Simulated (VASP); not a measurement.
The system is FeO.

```xyz
2
Lattice="2.6125 0.0000 0.0000 0.0000 2.6125 0.0000 0.0000 0.0000 2.6125" Properties=species:S:1:pos:R:3 pbc="T T T"
Fe    0.0000    0.0000    0.0000
O     1.3062    1.3062    1.3062
```

Base run:

- Program: VASP 6.6.1
- Functional: PBE
- Potentials or basis: VASP PAW PBE potentials, release 64 (Fe_sv, O)
- Cutoff: 600 eV
- k mesh: 10 × 10 × 10
- Occupations: fermi-dirac, width 0.05 eV
- Spin: collinear spin, ferromagnetic start
- Starting moments: [3.0, 0.0] μB

Its results: band gap on the k mesh zero (filled and empty bands overlap); pressure 6.7 GPa; net moment 4.00 μB per cell; site moments Fe +3.41; O +0.37 μB.

The run is repeated on the same cell with these changes: potentials or basis from VASP PAW PBE potentials, release 64 (Fe_sv, O) to VASP PAW PBE potentials, release 64 (Fe, O); cutoff from 600 eV to 520 eV; further incar settings from ALGO = Normal; EDIFF = 1e-06; NBANDS = 22 to ALGO = Normal; EDIFF = 1e-06; NBANDS = 18; valence electrons from 22 to 14. What comes out?

Band gap on the k mesh zero (filled and empty bands overlap); pressure 9.3 GPa; net moment 4.00 μB per cell; site moments Fe +3.53; O +0.38 μB.

Caveats: a cell with one magnetic atom can't hold antiferromagnetic order, which such compounds often take; semilocal functionals often make such compounds metallic where correlation or magnetic order opens a gap, which also shifts bond lengths.
